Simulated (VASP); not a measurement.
Set up this calculation in VASP 6.6.1, as the native input.

| Item | Value |
| --- | --- |
| Task | single point |
| Functional | r2SCAN |
| Potentials or basis | VASP PAW PBE potentials, release 64 (Ca_sv) |
| Cutoff | 520 eV |
| k mesh | 10 × 10 × 3 |
| Occupations | fermi-dirac, width 0.1 eV |
| Spin | no spin polarisation |
| Dipole correction | no |
| Further INCAR settings | ALGO = Normal; EDIFF = 1e-07; NBANDS = 28 |

Crystal: Ca.

```
Ca
1.0
     3.88292    0.00000    0.00000
    -1.94146    3.36271    0.00000
     0.00000    0.00000   12.73751
Ca
4
Cartesian
  -1.9415 3.3627 12.7375
  1.9415 3.3627 6.3688
  0.0000 2.2418 3.1844
  1.9415 1.1209 9.5531
```

This isn't the form of Ca at room conditions, which is fcc.

One way to write it, as run:

POSCAR

```
Ca
1.0
    3.8829195599      0.0000000000      0.0000000000
   -1.9414597800      3.3627069798      0.0000000000
    0.0000000000      0.0000000000     12.7375107086
Ca
4
Direct
    0.0000000000      1.0000000000      1.0000000000
    1.0000000000      1.0000000000      0.5000000000
    0.3333333333      0.6666666667      0.2500000000
    0.6666666667      0.3333333333      0.7500000000
```

INCAR.step1

```
SYSTEM = Ca
PREC = Accurate
ENCUT = 520
ISMEAR = -1
SIGMA = 0.1
LREAL = .FALSE.
LASPH = .TRUE.
NELM = 80
NBANDS = 28
GGA = PE
ALGO = Normal
EDIFF = 1E-4
LWAVE = .TRUE.
LCHARG = .FALSE.
```

INCAR.step2

```
SYSTEM = Ca
PREC = Accurate
ENCUT = 520
EDIFF = 1E-7
ISMEAR = -1
SIGMA = 0.1
LREAL = .FALSE.
LASPH = .TRUE.
NELM = 80
ALGO = Normal
ISIF = 2
LWAVE = .FALSE.
LCHARG = .FALSE.
METAGGA = R2SCAN
LMIXTAU = .TRUE.
NBANDS = 28
ISTART = 1
```

KPOINTS

```
regular mesh
0
G
  10 10 3
  0 0 0
```

Potentials or basis: VASP PAW PBE potentials, release 64 (Ca_sv).

Launch:

```sh
$ cat potpaw_PBE.64/Ca_sv/POTCAR > POTCAR
$ cp INCAR.step1 INCAR
$ mpirun -np 1 vasp_std > vasp.out
$ cp INCAR.step2 INCAR
$ mpirun -np 1 vasp_std > vasp.out
```

Results of the run:

```json
{"Pressure": "0.8 GPa", "Band gap on the k mesh": "zero (bands 20 and 21 overlap by 0.51 eV)"}
```

Caveat: the PAW data sets were made with another functional, which shifts forces and pressure a little.

It took 4.9 min on 1 thread of Intel(R) Xeon(R) 6975P-C (Granite Rapids), with other jobs on the host, peak memory 0.36 GiB.
